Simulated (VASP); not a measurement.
A run of VASP 6.6.1 is set up as follows.

File INCAR:

```
PREC     = Accurate       # precision mode
ENCUT    = 600            # plane-wave cutoff, eV
EDIFF    = 1E-7           # SCF threshold, eV
ISMEAR   = 1              # smearing method
SIGMA    = 0.02           # smearing width, eV
LREAL    = False          # projectors in reciprocal space
LASPH    = True           # aspherical terms in the spheres
NELM     = 60             # most SCF steps
ALGO     = Normal         # electronic algorithm
ISIF     = 3              # what is computed and relaxed
LWAVE    = False          # write WAVECAR
LCHARG   = False          # write CHGCAR
GGA      = PS             # functional
IBRION   = 2              # ionic algorithm
NSW      = 60             # ionic steps
EDIFFG   = -0.02          # ionic threshold
PSTRESS  = 200.0
```

KPOINTS

```
regular mesh
0
Gamma
  7 7 7
```

POSCAR

```
S
1.0
    1.6650000000      1.6650000000      1.6650000000
   -1.6650000000      1.6650000000      1.6650000000
   -1.6650000000     -1.6650000000      1.6650000000
S
1
Direct
    0.0000000000      0.0000000000      0.0000000000
```

Potentials or basis: VASP PAW PBE potentials, release 64 (S).

Run with:

```bash
$ cat potpaw_PBE.64/S/POTCAR > POTCAR
$ mpirun -np 1 vasp_std > vasp.out
```

**Question.** What does it give for the relaxed volume?

**Answer.** 12.64 Å³/atom.

**Question.** Estimate the relaxed cell.

**Answer.** a = 2.542 Å, b = 2.542 Å, c = 2.542 Å, α = 70.53°, β = 109.47°, γ = 70.53°.

**Question.** What does it give for the space group after relaxing (to 0.05 Å)?

**Answer.** Im-3m (No. 229).

**Question.** Predict the band gap on the k mesh.

**Answer.** Zero (band 3 reaches 15.67 eV, above the bottom of band 4 at 6.93 eV).

The path:
```csv
step,energy change (eV),largest force (eV/Å),pressure (GPa),volume (Å³)
1,0.0000,0.0000,-15.51,18.46
2,0.9361,0.0000,107.39,9.54
3,-0.1667,0.0000,16.77,12.86
4,-0.1473,0.0000,19.24,12.69
5,-0.1347,0.0000,20.76,12.59
6,-0.1473,0.0000,19.24,12.69
7,-0.1411,0.0000,20.00,12.64
```

Caveat: the k points lie up to 0.43 Å⁻¹ apart in the final cell; the cell is relaxed towards a set pressure, so the enthalpy falls and the energy may rise; the volume moved by over 15 % at a fixed basis, so the end points are rough; the PAW data sets were made with another functional, which shifts forces and pressure a little.
